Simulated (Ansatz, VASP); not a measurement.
## Two plane-wave programs on SnO2

Contents of INCAR:

```
ALGO = Normal
EDIFF = 1E-6
ENCUT = 520
GGA = PE
ISIF = 2
ISMEAR = 0
LASPH = T
LCHARG = F
LREAL = F
LWAVE = F
NBANDS = 20
NELM = 100
PREC = Accurate
SIGMA = 0.05
```

Contents of KPOINTS:

```
k-points
0
Gamma
  12 12 12
```

POSCAR

```
SnO2
1.0
    1.6167660720      0.9334403269      4.9182553763
   -1.6167660720      0.9334403269      4.9182553763
    0.0000000000     -1.8668806537      4.9182553763
Sn O
1 2
Direct
    0.5155155973      0.4958426082      0.4886417945
    0.1773210594      0.2503062624      0.2770207008
    0.7075557110      0.7805409140      0.8072553524
```

Input for Ansatz:

```yaml
crystal:
  lattice:
    - [1.616766072, 0.9334403269, 4.9182553763]
    - [-1.616766072, 0.9334403269, 4.9182553763]
    - [0.0, -1.8668806537, 4.9182553763]
  atoms:
    - { symbol: Sn, position: [0.5155155973, 0.4958426082, 0.4886417945] }
    - { symbol: O, position: [0.1773210594, 0.2503062624, 0.2770207008] }
    - { symbol: O, position: [0.707555711, 0.780540914, 0.8072553524] }
basis:
  ecutwfc: 520.0
kpoints:
  mp_grid: { grid: [12, 12, 12] }
hamiltonian:
  xc: pbe
  pseudopotentials: { kind: paw, azcp: { folder: soft_1 } }
scf:
  occupations: { method: gaussian, width: 0.05 }
output:
  forces: true
  stress: true
  eigenvalues: true
```

Change from the starting cell: mode 4 frozen in at -0.118 Å and mode 5 at -0.118 Å (largest displacements).

Alike in both runs: task single point; functional PBE; k mesh 12 × 12 × 12; occupations gaussian, width 0.05 eV; no spin polarisation.

|  | VASP | Ansatz |
| --- | --- | --- |
| version | VASP 6.6.1 | Ansatz 0.2.0 |
| potentials or method | VASP PAW PBE potentials, release 64 (Sn_d, O), cutoff 520 eV | scalar-relativistic, plane waves, PAW |
| valence electrons in the cell | 26 | 26 |

Ansatz gave:

```
gap on the k mesh at the Fermi level (eV)                     : 2.00
least direct gap on the mesh (eV)                             : 2.14
pressure (GPa)                                                : 4.5
traceless stress, the component that is largest in VASP (GPa) : 4.52
rms of the force components (eV/Å)                            : 1.346
```

Q: What did VASP give for the same quantities?

A: gap on the k mesh at the Fermi level (eV): 1.97; least direct gap on the mesh (eV): 2.12; pressure (GPa): 5.1; traceless stress, the component that is largest in VASP (GPa): 4.59; rms of the force components (eV/Å): 1.384.

Atom by atom the forces differ by 0.044 eV/Å (rms over components).
